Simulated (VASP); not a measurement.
**Ni2OsI: single point with PBE**

Crystal: Ni2OsI.

```
CELL_PARAMETERS angstrom
6.45133 0.00000 0.00000
0.00000 3.95637 0.00000
0.00003 0.00000 6.67050
ATOMIC_POSITIONS crystal
Ni 0.53302 0.00000 0.74363
Ni 0.99824 0.50000 0.75634
Ni 0.53302 0.00000 0.25638
Ni 0.99824 0.50000 0.24366
I 0.17386 0.00000 0.50000
I 0.35700 0.50000 0.00000
Os 0.68091 0.50000 0.50000
Os 0.85072 0.00000 0.00000
```

```yaml
Program: VASP 6.6.1
Task: single point
Functional: PBE
Potentials_or_basis: VASP PAW PBE potentials, release 64 (Ni, I, Os)
Cutoff: 600 eV
k_mesh: 5 × 9 × 5
Occupations: fermi-dirac, width 0.1 eV
Spin: no spin polarisation
Dipole_correction: no
Further_INCAR_settings: ALGO = Normal; EDIFF = 1e-06; NBANDS = 45
```

| Quantity | Value |
| --- | --- |
| Pressure | -16.5 GPa |
| Largest force | 1.622 eV/Å |
| Band gap on the k mesh | zero (bands 35 and 36 overlap by 0.28 eV) |

Forces in eV/Å, atoms in the order of the input:
```
Ni   1.524  0.000 -0.554
Ni  -1.521  0.000  0.554
Ni   1.524  0.000  0.554
Ni  -1.521  0.000 -0.554
I   -0.019  0.000  0.000
I    0.026  0.000  0.000
Os   0.673  0.000  0.000
Os  -0.685  0.000  0.000
```

Stress tensor (GPa, compression positive):
```
-12.34   0.00   0.00
  0.00 -16.65   0.00
  0.00   0.00 -20.40
```

Levels at points of the mesh, in eV from the Fermi level:
| k point | band 32 | band 33 | band 34 | band 35 | band 36 | band 37 | band 38 | band 39 |
| --- | --- | --- | --- | --- | --- | --- | --- | --- |
| (0.00, 0.00, 0.00) | -0.55 | -0.38 | -0.25 | -0.11 | 0.00 | 0.02 | 0.30 | 0.33 |

Wall time 16 min on 1 thread of Intel(R) Xeon(R) Platinum 8488C (Sapphire Rapids), with other jobs on the host, peak memory 0.68 GiB.

Caveat: the stress differs along the axes, from -20 to -12 GPa; spin-orbit coupling is left out, which moves the levels of the heavy elements; the run has no spin polarisation, though such a crystal can be magnetic; forces of over 1 eV/Å act on the atoms, so gaps and moduli don't describe the material at rest. Spin polarisation is off, so any magnetic state and its effect on volume and gap are missing.
